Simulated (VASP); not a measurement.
# Ir: relaxation of cell and atoms with BLYP+D3(BJ)

The system is Ir.

```
CELL_PARAMETERS angstrom
2.75138 0.00000 0.00000
-1.37569 2.38276 0.00000
0.00000 0.00000 4.46229
ATOMIC_POSITIONS crystal
Ir 0.66667 0.33333 0.75000
Ir 0.33333 0.66667 0.25000
```

```
Program                : VASP 6.6.1
Task                   : relaxation of cell and atoms
Functional             : BLYP
Dispersion             : D3(BJ)
Potentials or basis    : VASP PAW PBE potentials, release 64 (Ir)
Cutoff                 : 600 eV
k mesh                 : 10 × 10 × 5
Occupations            : gaussian, width 0.15 eV
Spin                   : no spin polarisation
Dipole correction      : no
Further INCAR settings : ALGO = Normal; EDIFF = 1e-07; IBRION = 2; EDIFFG = -0.01; NSW = 80; ISIF = 3
```

The relaxed volume is 14.58 Å³/atom, the relaxed cell is a = 2.736 Å, b = 2.736 Å, c = 4.499 Å, α = 90.00°, β = 90.00°, γ = 120.00° and the space group after relaxing (to 0.05 Å) is P6_3/mmc (No. 194). The energy gained by relaxing is 2.2 meV/atom, the ionic steps are 5 and the pressure after relaxing is 0.0 GPa. The band gap on the k mesh is zero (band 9 reaches 11.50 eV, above the bottom of band 10 at 8.47 eV) and the dispersion energy per atom is -1.672 eV.

Step by step:
| step | energy change (eV) | largest force (eV/Å) | pressure (GPa) | volume (Å³) |
| --- | --- | --- | --- | --- |
| 1 | 0.0000 | 0.0000 | -0.95 | 29.25 |
| 2 | 0.0000 | 0.0000 | 3.47 | 28.88 |
| 3 | -0.0038 | 0.0000 | 1.20 | 29.07 |
| 4 | -0.0016 | 0.0000 | -2.53 | 29.39 |
| 5 | -0.0043 | 0.0000 | 0.00 | 29.17 |

Final structure:
```yaml
crystal:
  lattice:
    - [2.73613, 0.00000, 0.00000]
    - [-1.36806, 2.36955, 0.00000]
    - [0.00000, 0.00000, 4.49859]
  atoms:
    - { symbol: Ir, position: [0.66667, 0.33333, 0.75000] }
    - { symbol: Ir, position: [0.33333, 0.66667, 0.25000] }
```

Levels at points of the mesh, in eV from the Fermi level:
```
           k point  band 7  band 8  band 9  band 10  band 11  band 12
(0.00, 0.00, 0.00)   -3.09   -2.16   -2.16    -0.52     0.29     0.29
(0.50, 0.00, 0.00)   -2.90    0.76    0.88     1.13     2.99     4.45
```

Run time: 90 s on 1 thread of Intel(R) Xeon(R) Platinum 8488C (Sapphire Rapids), with other jobs on the host, peak memory 0.17 GiB.

Caveat: the PAW data sets were made with another functional, which shifts forces and pressure a little; spin-orbit coupling is left out, which moves the levels of the heavy elements; pairwise dispersion overbinds metals, which lowers pressure and volume.
